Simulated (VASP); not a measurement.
# Nb (Fd-3m) in VASP: a series of runs

The runs below take Nb through single point, with PBE.

Everything below comes from runs of VASP 6.6.1. Logs are shortened: lines on timing, memory, paths and dates and some standing lists are left out, and cuts for length are marked.

### 1 The cell of the first run

Symmetry: Fd-3m, No. 227, cubic system. Conventional cell: a = 5.872 Å, b = 5.872 Å, c = 5.872 Å, α = 90.00°, β = 90.00°, γ = 90.00°. Nb (site symmetry -43m) has 4 Nb at 2.54 Å within 3.4 Å.

### 2 Single point, PBE

INCAR

```
SYSTEM = Nb
PREC = Accurate
ENCUT = 520
EDIFF = 1E-7
ISMEAR = -1
SIGMA = 0.06122561905347299
LREAL = .False.
LASPH = .True.
NELM = 80
ALGO = Normal
ISIF = 2
LWAVE = .False.
LCHARG = .False.
GGA = PE
NBANDS = 20
```

KPOINTS

```
Automatic mesh
0
Gamma
  16 16 16
  0 0 0
```

POSCAR

```
Nb
1.0
    0.0000000000      2.9359382687      2.9359382687
    2.9359382687      0.0000000000      2.9359382687
    2.9359382687      2.9359382687      0.0000000000
Nb
2
Direct
    0.0000000000      0.0000000000      0.0000000000
    0.2500000000      0.2500000000      0.2500000000
```

Potentials or basis: VASP PAW PBE potentials, release 64 (Nb_sv).

On the command line:

```console
$ cat potpaw_PBE.64/Nb_sv/POTCAR > POTCAR
$ mpirun -np 1 vasp_std > vasp.out
```

OUTCAR:

```text
SYSTEM = Nb
   PREC = Accurate
   ENCUT = 520
   EDIFF = 1E-7
   ISMEAR = -1
   LREAL = .False.
   LASPH = .True.
   NELM = 80
   ISIF = 2
   GGA = PE

 ion  position               nearest neighbor table
   1  0.000  0.000  0.000-   2 2.54   2 2.54   2 2.54   2 2.54
   2  0.250  0.250  0.250-   1 2.54   1 2.54   1 2.54   1 2.54

  LATTYP: Found a face centered cubic cell.
 ALAT       =     5.8718765374

  Lattice vectors:

 A1 = (   0.0000000000,   2.9359382687,   2.9359382687)
 A2 = (   2.9359382687,   0.0000000000,   2.9359382687)
 A3 = (   2.9359382687,   2.9359382687,   0.0000000000)

Analysis of symmetry for initial positions (statically):
=====================================================================
 Subroutine PRICEL returns:
 Original cell was already a primitive cell.

 Routine SETGRP: Setting up the symmetry group for a
 face centered cubic supercell.

 Subroutine GETGRP returns: Found 48 space group operations
 (whereof 24 operations were pure point group operations)
 out of a pool of 48 trial point group operations.

The static configuration has the point symmetry T_d .
 The point group associated with its full space group is O_h .

Analysis of symmetry for dynamics (positions and initial velocities):
=====================================================================
 Subroutine PRICEL returns:
 Original cell was already a primitive cell.

 Routine SETGRP: Setting up the symmetry group for a
 face centered cubic supercell.

 Subroutine GETGRP returns: Found 48 space group operations
 (whereof 24 operations were pure point group operations)
 out of a pool of 48 trial point group operations.

The dynamic configuration has the point symmetry T_d .
 The point group associated with its full space group is O_h .

 Subroutine INISYM returns: Found 48 space group operations
 (whereof 24 operations are pure point group operations),
 and found     1 'primitive' translations

----------------------------------------------------------------------------------------

                                     Primitive cell

  volume of cell :      50.6140

  direct lattice vectors                    reciprocal lattice vectors
     0.000000000  2.935938269  2.935938269    -0.170303308  0.170303308  0.170303308
     2.935938269  0.000000000  2.935938269     0.170303308 -0.170303308  0.170303308
     2.935938269  2.935938269  0.000000000     0.170303308  0.170303308 -0.170303308

  length of vectors
     4.152043718  4.152043718  4.152043718     0.294973983  0.294973983  0.294973983

  position of ions in fractional coordinates (direct lattice)
     0.000000000  0.000000000  0.000000000
     0.250000000  0.250000000  0.250000000

  ion indices of the primitive-cell ions
   primitive index   ion index
                 1           1
                 2           2

----------------------------------------------------------------------------------------

 KPOINTS: Automatic mesh

Automatic generation of k-mesh.
 Grid dimensions read from file:
 generate k-points for:   16   16   16

 Generating k-lattice:

  Cartesian coordinates                     Fractional coordinates (reciprocal lattice)
    -0.010643957  0.010643957  0.010643957     0.062500000  0.000000000  0.000000000
     0.010643957 -0.010643957  0.010643957     0.000000000  0.062500000  0.000000000
     0.010643957  0.010643957 -0.010643957     0.000000000  0.000000000  0.062500000

  Length of vectors
     0.018435874  0.018435874  0.018435874

  Shift w.r.t. Gamma in fractional coordinates (k-lattice)
     0.000000000  0.000000000  0.000000000

 Subroutine IBZKPT returns following result:
 ===========================================

 Found    145 irreducible k-points:

 Following reciprocal coordinates:
            Coordinates               Weight
  0.000000  0.000000  0.000000      1.000000
  0.062500  0.000000  0.000000      8.000000
  0.125000  0.000000  0.000000      8.000000
  0.187500  0.000000  0.000000      8.000000
  0.250000  0.000000  0.000000      8.000000
  0.312500  0.000000  0.000000      8.000000
[... 16 lines left out ...]
 -0.125000  0.062500  0.000000     24.000000
 -0.062500  0.062500  0.000000     12.000000
 [... further k-points ...]
   k-points           NKPTS =    145   k-points in BZ     NKDIM =    145   number of bands    NBANDS=     20
   number of dos      NEDOS =    301   number of ions     NIONS =      2
   total plane-waves  NPLWV =  32768
   dimension x,y,z NGX =    32 NGY =   32 NGZ =   32
   dimension x,y,z NGXF=    64 NGYF=   64 NGZF=   64
   ions per type =               2
   NGX,Y,Z   is equivalent  to a cutoff of  12.81, 12.81, 12.81 a.u.
   NGXF,Y,Z  is equivalent  to a cutoff of  25.63, 25.63, 25.63 a.u.
 SYSTEM =  Nb
   PREC   = accura    normal or accurate (medium, high low for compatibility)
   ISTART =      0    job   : 0-new  1-cont  2-samecut
   ICHARG =      2    charge: 1-file 2-atom 10-const
   ISPIN  =      1    spin polarized calculation?
   LNONCOLLINEAR =      F non collinear calculations
   LSORBIT =      F    spin-orbit coupling
   LASPH  =      T    aspherical Exc in radial PAW
   ENCUT  =  520.0 eV  38.22 Ry    6.18 a.u.   7.72  7.72  7.72*2*pi/ulx,y,z
   NELM   =     80;   NELMIN=  2; NELMDL= -5     # of ELM steps
   EDIFF  = 0.1E-06   stopping-criterion for ELM
   LREAL  =      F    real-space projection
   EDIFFG = 0.1E-05   stopping-criterion for IOM
   NSW    =      0    number of steps for IOM
   IBRION =     -1    ionic relax: 0-MD 1-quasi-New 2-CG
   NFREE  =      0    steps in history (QN), initial steepest desc. (CG)
   ISIF   =      2    stress and relaxation
   ISYM   =      2    0-nonsym 1-usesym 2-fastsym
   POTIM  = 0.5000    time-step for ionic-motion
   TEBEG  =    0.0;   TEEND  =   0.0 temperature during run
   PSTRESS=    0.0 pullay stress
   NELECT =      26.0000    total number of electrons
   NUPDOWN=      -1.0000    fix difference up-down
   EMIN   =  10.00;   EMAX   =-10.00  energy-range for DOS
   EFERMI =   0.00;   METHOD = LEGACY
   ISMEAR =    -1;   SIGMA  =   0.06  broadening in eV -4-tet -1-fermi 0-gaus
   EFERMI_NEDOS =   21; number of points for ismear=-14 and -15
   IALGO  =     38    algorithm
   IMIX   =      4    mixing-type and parameters
     AMIX     =   0.40;   BMIX     =  1.00
     AMIX_MAG =   1.60;   BMIX_MAG =  1.00
  volume/ion in A,a.u.               =      25.31       170.78
  Fermi-wavevector in a.u.,A,eV,Ry     =   1.311120  2.477657 23.388891  1.719035
  Thomas-Fermi vector in A             =   2.441603
   LORBIT       =      0    0 simple, 1 ext, 2 COOP (PROOUT), +10 PAW based schemes
   GGA     = PE    functional components
   LHFCALC =     F    Hartree Fock is set to
   AEXX    =    0.0000 exact exchange contribution
   IVDW    =     0    specifies the selected vdW correction
   LEPSILON=     F    determine dielectric tensor
   LRPA    =     F    only Hartree local field effects (RPA)
 non-spin polarized calculation
  energy-cutoff  :      520.00
  volume of cell :       50.61
 maximum number of plane-waves:      1381
   NGX = 15   NGY = 15   NGZ = 15

 number of electron      26.0000003 magnetization

 Free energy of the ion-electron system (eV)
  ---------------------------------------------------
  ext. energy  EPLUGINS =         0.00000000
  ---------------------------------------------------
  free energy    TOTEN  =       -15.37091574 eV

  energy without entropy =      -15.32937127  energy(sigma->0) =      -15.35014350

 E-fermi :   6.9122     XC(G=0): -10.4090

 val. band max:        6.9056626748   @ k =   0.4375   0.1250   0.0625
 cond. band min:       6.9124528065   @ k =   0.4375   0.2500   0.0000
 fundamental gap:      0.0067901317
 Fermi energy:         6.9121900400

 k-point     1 :       0.0000    0.0000    0.0000
  band No.  band energies     occupation
      1     -47.6037      2.00000
      2     -46.8764      2.00000
      3     -24.0114      2.00000
      4     -24.0114      2.00000
      5     -24.0114      2.00000
      6     -22.8412      2.00000
[... 12 lines left out ...]
     19      12.2382      0.00000
     20      17.4761      0.00000

 k-point     2 :       0.0625    0.0000    0.0000
  band No.  band energies     occupation
      1     -47.5987      2.00000
      2     -46.8819      2.00000
      3     -24.0174      2.00000
      4     -24.0174      2.00000
      5     -24.0113      2.00000
      6     -22.8414      2.00000
[... 12 lines left out ...]
     19      12.2265      0.00000
     20      17.1379      0.00000

 k-point     3 :       0.1250    0.0000    0.0000
  band No.  band energies     occupation
      1     -47.5839      2.00000
      2     -46.8978      2.00000
      3     -24.0341      2.00000
      4     -24.0341      2.00000
      5     -24.0111      2.00000
      6     -22.8414      2.00000
[... 12 lines left out ...]
     19      12.1897      0.00000
     20      16.7356      0.00000

 k-point     4 :       0.1875    0.0000    0.0000
  band No.  band energies     occupation
      1     -47.5604      2.00000
      2     -46.9230      2.00000
      3     -24.0582      2.00000
      4     -24.0582      2.00000
      5     -24.0112      2.00000
      6     -22.8411      2.00000
[... 12 lines left out ...]
     19      12.1215      0.00000
     20      16.4495      0.00000

 k-point     5 :       0.2500    0.0000    0.0000
  band No.  band energies     occupation
      1     -47.5300      2.00000
      2     -46.9553      2.00000
      3     -24.0854      2.00000
      4     -24.0854      2.00000
      5     -24.0119      2.00000
      6     -22.8398      2.00000
[... 12 lines left out ...]
     19      12.0129      0.00000
     20      15.7303      0.00000
[... 353 lines left out ...]
      6     -22.8640      2.00000
[... 12 lines left out ...]
     19      12.2149      0.00000
     20      15.2660      0.00000

 k-point    22 :      -0.1875    0.0625    0.0000
  band No.  band energies     occupation
      1     -47.5466      2.00000
      2     -46.9376      2.00000
      3     -24.0978      2.00000
      4     -24.0611      2.00000
      5     -23.9918      2.00000
      6     -22.8600      2.00000
[... 12 lines left out ...]
     19      12.2941      0.00000
     20      16.3677      0.00000

 k-point    23 :      -0.1250    0.0625    0.0000
  band No.  band energies     occupation
      1     -47.5726      2.00000
      2     -46.9099      2.00000
      3     -24.0662      2.00000
      4     -24.0376      2.00000
      5     -23.9980      2.00000
      6     -22.8546      2.00000
[... 12 lines left out ...]
     19      12.3143      0.00000
     20      16.6070      0.00000

 k-point    24 :      -0.0625    0.0625    0.0000
  band No.  band energies     occupation
      1     -47.5904      2.00000
      2     -46.8908      2.00000
      3     -24.0378      2.00000
      4     -24.0220      2.00000
      5     -24.0049      2.00000
      6     -22.8480      2.00000
[... 12 lines left out ...]
     19      12.2879      0.00000
     20      16.8730      0.00000

 [... further k-points ...]

------------------------ aborting loop because EDIFF is reached ----------------------------------------

  FORCE on cell =-STRESS in cart. coord.  units (eV):
  Direction    XX          YY          ZZ          XY          YZ          ZX
  --------------------------------------------------------------------------------------
  -------------------------------------------------------------------------------------
  Total        0.3976524      0.3976524      0.3976524      0.0000000      0.0000000     -0.0000000
  in kB       12.5876148     12.5876148     12.5876148      0.0000000      0.0000000     -0.0000000
  external PRESSURE =      12.5876148 kB  Pullay stress =       0.0000000 kB

 VOLUME and BASIS-vectors are now :
 -----------------------------------------------------------------------------
  energy-cutoff  :      520.00
  volume of cell :       50.61
      direct lattice vectors                 reciprocal lattice vectors
     0.000000000  2.935938269  2.935938269    -0.170303308  0.170303308  0.170303308
     2.935938269  0.000000000  2.935938269     0.170303308 -0.170303308  0.170303308
     2.935938269  2.935938269  0.000000000     0.170303308  0.170303308 -0.170303308

 POSITION                                       TOTAL-FORCE (eV/Angst)
 -----------------------------------------------------------------------------------
      0.00000      0.00000      0.00000        -0.000000     -0.000000     -0.000000
      1.46797      1.46797      1.46797         0.000000      0.000000      0.000000
 -----------------------------------------------------------------------------------
    total drift:                               -0.000000      0.000000      0.000000

  FREE ENERGIE OF THE ION-ELECTRON SYSTEM (eV)
  ---------------------------------------------------
  free  energy   TOTEN  =       -15.3709157352 eV

  energy  without entropy=      -15.3293712663  energy(sigma->0) =      -15.35014350
```

Wall time 63 s (1 thread of Intel Xeon 6975P-C (Granite Rapids), shared host); peak memory 0.25 GiB.

What came out:

- Free energy: -15.3709 eV
- Pressure: 1.3 GPa
- Band gap on the k mesh: zero (band 13 reaches 7.61 eV, above the bottom of band 14 at 6.13 eV)

Levels at points of the mesh, in eV from the Fermi level:
| k point | band 10 | band 11 | band 12 | band 13 | band 14 | band 15 | band 16 | band 17 |
| --- | --- | --- | --- | --- | --- | --- | --- | --- |
| (0.00, 0.00, 0.00) | -1.50 | -1.50 | -0.55 | -0.55 | -0.55 | 1.93 | 1.93 | 1.93 |
| (0.50, 0.00, 0.00) | -1.62 | -1.31 | -1.31 | -0.79 | -0.79 | 0.69 | 3.04 | 3.04 |
| (0.50, 0.50, 0.00) | -2.43 | -0.72 | -0.72 | 0.40 | 0.40 | 1.31 | 1.31 | 4.76 |

### 3 Single point, PBE

INCAR

```
PREC = Accurate ; ENCUT = 520
EDIFF = 1E-7 ; ISMEAR = -1
SIGMA = 0.06122561905347299 ; LREAL = F
LASPH = T ; NELM = 60
ALGO = Normal ; ISIF = 2
LWAVE = F ; LCHARG = T
GGA = PE ; LELF = T
LVHAR = T ; NBANDS = 20
```

KPOINTS

```
regular mesh
0
Gamma
  16 16 16
```

POSCAR is that of step 2.

Potentials or basis: VASP PAW PBE potentials, release 64 (Nb_sv).

On the command line:

```console
$ cat potpaw_PBE.64/Nb_sv/POTCAR > POTCAR
$ mpirun -np 1 vasp_std > vasp.out
```

Run time: 60 s. Hardware: 1 thread of Intel Xeon 6975P-C (Granite Rapids), shared host; peak memory 0.25 GiB.

It converged, with:

```yaml
Free_energy: -15.3709 eV
Pressure: 1.3 GPa
Band_gap_on_the_k_mesh: zero (band 13 reaches 7.61 eV, above the bottom of band 14 at 6.13 eV)
```

Levels at points of the mesh, in eV from the Fermi level:
```tsv
k point	band 9	band 10	band 11	band 12	band 13	band 14	band 15	band 16	band 17	band 18
(0.00, 0.00, 0.00)	-4.47	-1.50	-1.50	-0.55	-0.55	-0.55	1.93	1.93	1.93	5.33
(0.50, 0.00, 0.00)	-1.81	-1.62	-1.31	-1.31	-0.79	-0.79	0.69	3.04	3.04	4.45
(0.50, 0.50, 0.00)	-2.43	-2.43	-0.72	-0.72	0.40	0.40	1.31	1.31	4.76	4.76
```

### 4 Single point, PBE

This run uses another cell than the first one, of 25.82 Å³/atom, 1.020 times its volume.

INCAR

```
PREC = Accurate
ENCUT = 520
EDIFF = 1E-7
ISMEAR = -1
SIGMA = 0.06122561905347299
LREAL = F
LASPH = T
NELM = 100
ALGO = Normal
ISIF = 2
LWAVE = F
LCHARG = F
GGA = PE
NBANDS = 20
```

KPOINTS is that of step 3.

POSCAR

```
Nb
1.0
    0.0000000000      2.9557762912      2.9557762912
    2.9557762912      0.0000000000      2.9557762912
    2.9557762912      2.9557762912      0.0000000000
Nb
2
Direct
    0.0000000000      0.0000000000      0.0000000000
    0.2500000000      0.2500000000      0.2500000000
```

On the command line:

```console
$ cat potpaw_PBE.64/Nb_sv/POTCAR > POTCAR
$ mpirun -np 1 vasp_std > vasp.out
```

Wall time 62 s (1 thread of Intel Xeon 6975P-C (Granite Rapids), shared host); peak memory 0.24 GiB.

The run converged. Its results:

- Free energy: -15.3750 eV
- Pressure: -0.1 GPa
- Band gap on the k mesh: zero (band 13 reaches 7.39 eV, above the bottom of band 14 at 5.95 eV)

Levels at points of the mesh, in eV from the Fermi level:
```csv
k point,band 9,band 10,band 11,band 12,band 13,band 14,band 15,band 16,band 17,band 18
"(0.00, 0.00, 0.00)",-4.42,-1.43,-1.43,-0.54,-0.54,-0.54,1.90,1.90,1.90,5.21
"(0.50, 0.00, 0.00)",-1.81,-1.55,-1.25,-1.25,-0.75,-0.75,0.65,2.98,2.98,4.36
"(0.50, 0.50, 0.00)",-2.35,-2.35,-0.69,-0.69,0.33,0.33,1.31,1.31,4.67,4.67
```

### 5 Single point, PBE

This run uses another cell than the first one, of 24.27 Å³/atom, 0.959 times its volume.

INCAR

```
SYSTEM = Nb
PREC     = Accurate       ! precision mode
ENCUT    = 520            ! plane-wave cutoff, eV
EDIFF    = 1E-7           ! SCF threshold, eV
ISMEAR   = -1             ! smearing method
SIGMA    = 0.06122561905347299 ! smearing width, eV
LREAL    = .False.        ! projectors in reciprocal space
LASPH    = .True.         ! aspherical terms in the spheres
NELM     = 60             ! most SCF steps
ALGO     = Normal         ! electronic algorithm
ISIF     = 2              ! what is computed and relaxed
LWAVE    = .False.        ! write WAVECAR
LCHARG   = .False.        ! write CHGCAR
GGA      = PE             ! functional
NBANDS   = 20             ! bands
```

KPOINTS

```
regular mesh
0
Gamma
  11 11 11
  0 0 0
```

POSCAR

```
Nb
1.0
    0.0000000000      2.8954373953      2.8954373953
    2.8954373953      0.0000000000      2.8954373953
    2.8954373953      2.8954373953      0.0000000000
Nb
2
Direct
    0.0000000000      0.0000000000      0.0000000000
    0.2500000000      0.2500000000      0.2500000000
```

On the command line:

```console
$ cat potpaw_PBE.64/Nb_sv/POTCAR > POTCAR
$ mpirun -np 1 vasp_std > vasp.out
```

Wall time 75 s (1 thread of AMD EPYC 7R43 (Zen 3), shared host); peak memory 0.15 GiB.

The run converged. Its results:

| Item | Value |
| --- | --- |
| Free energy | -15.3317 eV |
| Pressure | 4.5 GPa |
| Band gap on the k mesh | zero (band 13 reaches 7.88 eV, above the bottom of band 14 at 6.58 eV) |

Levels at points of the mesh, in eV from the Fermi level:
| k point | band 11 | band 12 | band 13 | band 14 | band 15 | band 16 |
| --- | --- | --- | --- | --- | --- | --- |
| (0.00, 0.00, 0.00) | -1.64 | -0.58 | -0.58 | -0.58 | 2.01 | 2.01 |

### 6 Overview

| cell | k mesh | gap on the mesh (eV) | pressure (GPa) |
| --- | --- | --- | --- |
| a = 4.152 Å, angles 60.0°, 2 atoms | 16 × 16 × 16 | none | 1.3 |
| a = 4.180 Å, angles 60.0°, 2 atoms | 16 × 16 × 16 | none | -0.1 |
| a = 4.095 Å, angles 60.0°, 2 atoms | 11 × 11 × 11 | none | 4.5 |

Alike in all rows: task single point; level PBE; potentials or basis VASP PAW PBE potentials, release 64 (Nb_sv); no spin polarisation; cutoff (eV) 520; smearing fermi-dirac 0.0612256 eV.

Total energies depend on the potentials used, so only differences within one code and one set of settings carry meaning.
